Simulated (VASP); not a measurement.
# Al2O3 (P-6m2) in VASP: a series of runs, part 2 of 2

VASP 6.6.1. Earlier steps stand in the parts before.

### 3 Single point, LDA (strain +0.015 along x and y, +0.030 along z)

INCAR reads:

```
ALGO     = Normal         # electronic algorithm
EDIFF    = 1E-6           # SCF threshold, eV
ENCUT    = 520            # plane-wave cutoff, eV
GGA      = CA             # functional
ISIF     = 2              # what is computed and relaxed
ISMEAR   = 0              # smearing method
LASPH    = True           # aspherical terms in the spheres
LCHARG   = True           # write CHGCAR
LELF     = True           # ELF
LREAL    = False          # projectors in reciprocal space
LVHAR    = True         
LWAVE    = False          # write WAVECAR
NBANDS   = 20             # bands
NELM     = 60             # most SCF steps
PREC     = Accurate       # precision mode
SIGMA    = 0.05           # smearing width, eV
```

KPOINTS reads:

```
k-points
0
Gamma
  12 12 4
```

POSCAR reads:

```
Al2O3
1.0
    2.9275898225      0.0000000000      0.0000000000
   -1.4637949113      2.5353671582      0.0000000000
    0.0000000000      0.0000000000      9.6168570938
Al O
2 3
Direct
    0.0000000000      0.0000000000      0.1499923300
    0.0000000000      0.0000000000      0.8500076700
    0.3333333333      0.6666666667      0.2223169200
    0.6666666667      0.3333333333      0.0000000000
    0.3333333333      0.6666666667      0.7776830800
```

Potentials or basis: VASP PAW LDA potentials, release 64 (Al, O).

Run with:

```bash
cat potpaw_LDA.64/Al/POTCAR potpaw_LDA.64/O/POTCAR > POTCAR
mpirun -np 1 vasp_std > vasp.out
```

OUTCAR:

```text
EDIFF = 1E-6
   ENCUT = 520
   GGA = CA
   ISIF = 2
   ISMEAR = 0
   LASPH = True
   LREAL = False
   NELM = 60
   PREC = Accurate

 ion  position               nearest neighbor table
   1  0.000  0.000  0.150-   3 1.83   3 1.83   3 1.83   4 2.22   4 2.22   4 2.22   2 2.88
   2  0.000  0.000  0.850-   5 1.83   5 1.83   5 1.83   4 2.22   4 2.22   4 2.22   1 2.88
   3  0.333  0.667  0.222-   1 1.83   1 1.83   1 1.83
   4  0.667  0.333  0.000-   1 2.22   2 2.22   1 2.22   2 2.22   1 2.22   2 2.22
   5  0.333  0.667  0.778-   2 1.83   2 1.83   2 1.83

  LATTYP: Found a hexagonal cell.
 ALAT       =     2.9275898225
 C/A-ratio  =     3.2849059045

  Lattice vectors:

 A1 = (   2.9275898225,   0.0000000000,   0.0000000000)
 A2 = (  -1.4637949113,   2.5353671582,   0.0000000000)
 A3 = (   0.0000000000,   0.0000000000,   9.6168570938)

Analysis of symmetry for initial positions (statically):
=====================================================================
 Subroutine PRICEL returns:
 Original cell was already a primitive cell.

 Routine SETGRP: Setting up the symmetry group for a
 hexagonal supercell.

 Subroutine GETGRP returns: Found 12 space group operations
 (whereof 12 operations were pure point group operations)
 out of a pool of 24 trial point group operations.

The static configuration has the point symmetry D_3h.

Analysis of symmetry for dynamics (positions and initial velocities):
=====================================================================
 Subroutine PRICEL returns:
 Original cell was already a primitive cell.

 Routine SETGRP: Setting up the symmetry group for a
 hexagonal supercell.

 Subroutine GETGRP returns: Found 12 space group operations
 (whereof 12 operations were pure point group operations)
 out of a pool of 24 trial point group operations.

The dynamic configuration has the point symmetry D_3h.

 Subroutine INISYM returns: Found 12 space group operations
[... 123 lines left out ...]
     AMIX_MAG =   1.60;   BMIX_MAG =  1.00
  volume/ion in A,a.u.               =      14.28        96.34
  Fermi-wavevector in a.u.,A,eV,Ry     =   1.138371  2.151209 17.631634  1.295889
  Thomas-Fermi vector in A             =   2.275075
   LORBIT       =      0    0 simple, 1 ext, 2 COOP (PROOUT), +10 PAW based schemes
   GGA     = CA    functional components
   LHFCALC =     F    Hartree Fock is set to
   AEXX    =    0.0000 exact exchange contribution
   IVDW    =     0    specifies the selected vdW correction
   LEPSILON=     F    determine dielectric tensor
   LRPA    =     F    only Hartree local field effects (RPA)
 non-spin polarized calculation
 Gauss-broadening in eV      SIGMA  =   0.05
  energy-cutoff  :      520.00
  volume of cell :       71.38
 maximum number of plane-waves:      1968
 NGX is ok and might be reduce to    24
   NGX = 11   NGY = 11   NGZ = 35

 number of electron      23.9999984 magnetization

 Free energy of the ion-electron system (eV)
  ---------------------------------------------------
  ext. energy  EPLUGINS =         0.00000000
  ---------------------------------------------------
  free energy    TOTEN  =       -39.85822903 eV

  energy without entropy =      -39.85822903  energy(sigma->0) =      -39.85822903

 E-fermi :   0.4013     XC(G=0):  -8.6490

 val. band max:        0.1210252106   @ k =   0.1667  -0.0000   0.0000
 cond. band min:       4.4834201398   @ k =   0.0000   0.0000   0.0000
 fundamental gap:      4.3623949292
 Fermi energy:         0.4013453539

 k-point     1 :       0.0000    0.0000    0.0000
  band No.  band energies     occupation
      1     -17.9004      2.00000
      2     -17.0733      2.00000
      3     -15.8724      2.00000
      4      -4.6532      2.00000
      5      -1.9543      2.00000
      6      -1.2329      2.00000
[... 541 lines left out ...]
     19      12.4418      0.00000
     20      13.4710      0.00000

 [... further k-points ...]

------------------------ aborting loop because EDIFF is reached ----------------------------------------

  FORCE on cell =-STRESS in cart. coord.  units (eV):
  Direction    XX          YY          ZZ          XY          YZ          ZX
  --------------------------------------------------------------------------------------
  -------------------------------------------------------------------------------------
  Total       -6.0140175     -6.0140175     -4.9019107      0.0000000     -0.0000000      0.0000000
  in kB     -134.9867115   -134.9867115   -110.0250885      0.0000000     -0.0000000      0.0000000
  external PRESSURE =    -126.6661705 kB  Pullay stress =       0.0000000 kB

 VOLUME and BASIS-vectors are now :
 -----------------------------------------------------------------------------
  energy-cutoff  :      520.00
  volume of cell :       71.38
      direct lattice vectors                 reciprocal lattice vectors
     2.927589822  0.000000000  0.000000000     0.341577906  0.197210096  0.000000000
    -1.463794911  2.535367158  0.000000000     0.000000000  0.394420191  0.000000000
     0.000000000  0.000000000  9.616857094     0.000000000  0.000000000  0.103984076

 POSITION                                       TOTAL-FORCE (eV/Angst)
 -----------------------------------------------------------------------------------
      0.00000      0.00000      1.44245        -0.000000      0.000000      0.013688
      0.00000      0.00000      8.17440        -0.000000      0.000000     -0.013688
     -0.00000      1.69024      2.13799         0.000000     -0.000000     -1.138955
      1.46379      0.84512      0.00000        -0.000000      0.000000      0.000000
     -0.00000      1.69024      7.47887         0.000000     -0.000000      1.138955
 -----------------------------------------------------------------------------------
    total drift:                                0.000000     -0.000000      0.000000

  FREE ENERGIE OF THE ION-ELECTRON SYSTEM (eV)
  ---------------------------------------------------
  free  energy   TOTEN  =       -39.8582290268 eV

  energy  without entropy=      -39.8582290268  energy(sigma->0) =      -39.85822903
```

Wall time 72 s (1 thread of Intel Xeon 6975P-C (Granite Rapids), shared host); peak memory 0.19 GiB.

What came out:

```
Free energy            : -39.8582 eV
Pressure               : -12.7 GPa
Largest force          : 1.139 eV/Å
Band gap on the k mesh : 4.36 eV, indirect (least direct gap 4.58 eV)
```

Forces in eV/Å, atoms in the order of the input:
```
Al   0.000  0.000  0.014
Al   0.000  0.000 -0.014
O    0.000  0.000 -1.139
O    0.000  0.000  0.000
O    0.000  0.000  1.139
```

Caveat: the cell differs from its parent crystal (strain +0.015 along x and y, +0.030 along z); forces of over 1 eV/Å act on the atoms, so gaps and moduli don't describe the material at rest. A k mesh can miss the band edges.

### 4 Single point, LDA (strain +0.030 along x and y, +0.015 along z)

INCAR reads:

```
SYSTEM = Al2O3
PREC     = Accurate       ! precision mode
ENCUT    = 520            ! plane-wave cutoff, eV
EDIFF    = 1E-7           ! SCF threshold, eV
ISMEAR   = 0              ! smearing method
SIGMA    = 0.05           ! smearing width, eV
LREAL    = .False.        ! projectors in reciprocal space
LASPH    = .True.         ! aspherical terms in the spheres
NELM     = 60             ! most SCF steps
ALGO     = Normal         ! electronic algorithm
ISIF     = 2              ! what is computed and relaxed
LWAVE    = .False.        ! write WAVECAR
LCHARG   = .False.        ! write CHGCAR
GGA      = CA             ! functional
NBANDS   = 20             ! bands
```

KPOINTS reads:

```
regular mesh
0
Gamma
  12 12 4
  0 0 0
```

POSCAR: that of step 3 with these lines changed.

```diff
@@ -2,5 +2,5 @@
 1.0
-    2.9275898225      0.0000000000      0.0000000000
-   -1.4637949113      2.5353671582      0.0000000000
-    0.0000000000      0.0000000000      9.6168570938
+    2.9708546968      0.0000000000      0.0000000000
+   -1.4854273484      2.5728356383      0.0000000000
+    0.0000000000      0.0000000000      9.4768057769
 Al O
```

Potentials or basis: VASP PAW LDA potentials, release 64 (Al, O).

Run with:

```bash
cat potpaw_LDA.64/Al/POTCAR potpaw_LDA.64/O/POTCAR > POTCAR
mpirun -np 1 vasp_std > vasp.out
```

OUTCAR:

```text
SYSTEM = Al2O3
   PREC = Accurate
   ENCUT = 520
   EDIFF = 1E-7
   ISMEAR = 0
   LREAL = .False.
   LASPH = .True.
   NELM = 60
   ISIF = 2
   GGA = CA

 ion  position               nearest neighbor table
   1  0.000  0.000  0.150-   3 1.85   3 1.85   3 1.85   4 2.23   4 2.23   4 2.23   2 2.84
   2  0.000  0.000  0.850-   5 1.85   5 1.85   5 1.85   4 2.23   4 2.23   4 2.23   1 2.84
   3  0.333  0.667  0.222-   1 1.85   1 1.85   1 1.85
[... 759 lines left out ...]
  --------------------------------------------------------------------------------------
  -------------------------------------------------------------------------------------
  Total       -8.3186904     -8.3186904     -4.0209298      0.0000000      0.0000000     -0.0000000
  in kB     -183.9967316   -183.9967316    -88.9368286      0.0000000      0.0000000     -0.0000000
  external PRESSURE =    -152.3100973 kB  Pullay stress =       0.0000000 kB

 VOLUME and BASIS-vectors are now :
 -----------------------------------------------------------------------------
  energy-cutoff  :      520.00
  volume of cell :       72.44
      direct lattice vectors                 reciprocal lattice vectors
     2.970854697  0.000000000  0.000000000     0.336603470  0.194338104  0.000000000
    -1.485427348  2.572835638  0.000000000     0.000000000  0.388676208  0.000000000
     0.000000000  0.000000000  9.476805777     0.000000000  0.000000000  0.105520787

 POSITION                                       TOTAL-FORCE (eV/Angst)
 -----------------------------------------------------------------------------------
      0.00000      0.00000      1.42145        -0.000000     -0.000000      0.388093
      0.00000      0.00000      8.05536        -0.000000      0.000000     -0.388093
     -0.00000      1.71522      2.10685         0.000000     -0.000000     -1.197805
      1.48543      0.85761      0.00000         0.000000     -0.000000      0.000000
     -0.00000      1.71522      7.36995        -0.000000     -0.000000      1.197805
 -----------------------------------------------------------------------------------
    total drift:                               -0.000000      0.000000      0.000000

  FREE ENERGIE OF THE ION-ELECTRON SYSTEM (eV)
  ---------------------------------------------------
  free  energy   TOTEN  =       -39.7139745993 eV

  energy  without entropy=      -39.7139745993  energy(sigma->0) =      -39.71397460
```

Wall time 77 s (1 thread of Intel Xeon 6975P-C (Granite Rapids), shared host); peak memory 0.19 GiB.

Results:

```
Free energy            : -39.7140 eV
Pressure               : -15.2 GPa
Largest force          : 1.198 eV/Å
Band gap on the k mesh : 3.99 eV, indirect (least direct gap 4.20 eV)
```

Forces on the atoms (eV/Å):
```
Al   0.000  0.000  0.388
Al   0.000  0.000 -0.388
O    0.000  0.000 -1.198
O    0.000  0.000  0.000
O    0.000  0.000  1.198
```

Levels at points of the mesh, in eV from the valence-band top:
| k point | band 10 | band 11 | band 12 | band 13 | band 14 | band 15 |
| --- | --- | --- | --- | --- | --- | --- |
| (0.00, 0.00, 0.00) | -0.59 | -0.59 | -0.21 | 3.99 | 6.83 | 6.88 |
| (0.50, 0.00, 0.00) | -0.97 | -0.75 | -0.53 | 6.98 | 7.90 | 8.33 |
| (0.00, 0.00, 0.50) | -0.59 | -0.59 | -0.25 | 4.09 | 6.39 | 7.17 |
| (0.50, 0.00, 0.50) | -0.97 | -0.76 | -0.52 | 6.99 | 7.87 | 8.38 |

Caveat: the cell differs from its parent crystal (strain +0.030 along x and y, +0.015 along z); forces of over 1 eV/Å act on the atoms, so gaps and moduli don't describe the material at rest.

### 5 Single point, LDA (strain +0.030 along x and y, +0.030 along z)

INCAR reads:

```
SYSTEM = Al2O3
ALGO = Normal
EDIFF = 1E-6
ENCUT = 520
GGA = CA
ISIF = 2
ISMEAR = 0
LASPH = .TRUE.
LCHARG = .FALSE.
LREAL = .FALSE.
LWAVE = .FALSE.
NBANDS = 20
NELM = 100
PREC = Accurate
SIGMA = 0.05
```

KPOINTS reads:

```
k-points
0
G
  12 12 4
  0 0 0
```

POSCAR: that of step 4 with these lines changed.

```diff
@@ -4,3 +4,3 @@
    -1.4854273484      2.5728356383      0.0000000000
-    0.0000000000      0.0000000000      9.4768057769
+    0.0000000000      0.0000000000      9.6168570938
 Al O
```

Run with:

```bash
cat potpaw_LDA.64/Al/POTCAR potpaw_LDA.64/O/POTCAR > POTCAR
mpirun -np 1 vasp_std > vasp.out
```

Wall time 70 s (1 thread of Intel Xeon 6975P-C (Granite Rapids), shared host); peak memory 0.2 GiB.

The run converged. Its results:

| Item | Value |
| --- | --- |
| Free energy | -39.6476 eV |
| Pressure | -16.0 GPa |
| Largest force | 1.362 eV/Å |
| Band gap on the k mesh | 4.00 eV, indirect (least direct gap 4.20 eV) |

Forces on the atoms (eV/Å):
```
Al   0.000  0.000  0.254
Al   0.000  0.000 -0.254
O    0.000  0.000 -1.362
O    0.000  0.000  0.000
O    0.000  0.000  1.362
```

Stress tensor (GPa, compression positive):
```
-18.41   0.00   0.00
  0.00 -18.41   0.00
  0.00   0.00 -11.25
```

Levels at points of the mesh, in eV from the valence-band top:
```csv
k point,band 9,band 10,band 11,band 12,band 13,band 14,band 15,band 16
"(0.00, 0.00, 0.00)",-1.24,-0.46,-0.46,-0.20,4.00,6.77,6.94,8.81
"(0.50, 0.00, 0.00)",-1.93,-0.88,-0.74,-0.53,7.04,7.78,8.28,10.17
"(0.00, 0.00, 0.50)",-1.24,-0.46,-0.46,-0.24,4.09,6.37,7.21,8.95
"(0.50, 0.00, 0.50)",-1.93,-0.88,-0.75,-0.52,7.05,7.75,8.32,10.02
```

Caveat: the cell differs from its parent crystal (strain +0.030 along x and y, +0.030 along z); forces of over 1 eV/Å act on the atoms, so gaps and moduli don't describe the material at rest.

### 6 Overview

```tsv
cell	gap on the mesh (eV)	pressure (GPa)	largest force (eV/Å)
a = 2.971, b = 2.971, c = 9.337 Å, angles 90.0, 90.0, 120.0°, 5 atoms	3.98	-14.4	1.03
a = 2.928, b = 2.928, c = 9.617 Å, angles 90.0, 90.0, 120.0°, 5 atoms	4.36	-12.7	1.14
a = 2.971, b = 2.971, c = 9.477 Å, angles 90.0, 90.0, 120.0°, 5 atoms	3.99	-15.2	1.20
a = 2.971, b = 2.971, c = 9.617 Å, angles 90.0, 90.0, 120.0°, 5 atoms	4.00	-16.0	1.36
```

Alike in all rows: task single point; level LDA; potentials or basis VASP PAW LDA potentials, release 64 (Al, O); no spin polarisation; k mesh 12 × 12 × 4; cutoff (eV) 520; smearing gaussian 0.05 eV.

Caveats: forces of over 1 eV/Å act on the atoms, so gaps and moduli don't describe the material at rest.

Total energies depend on the potentials used, so only differences within one code and one set of settings carry meaning.
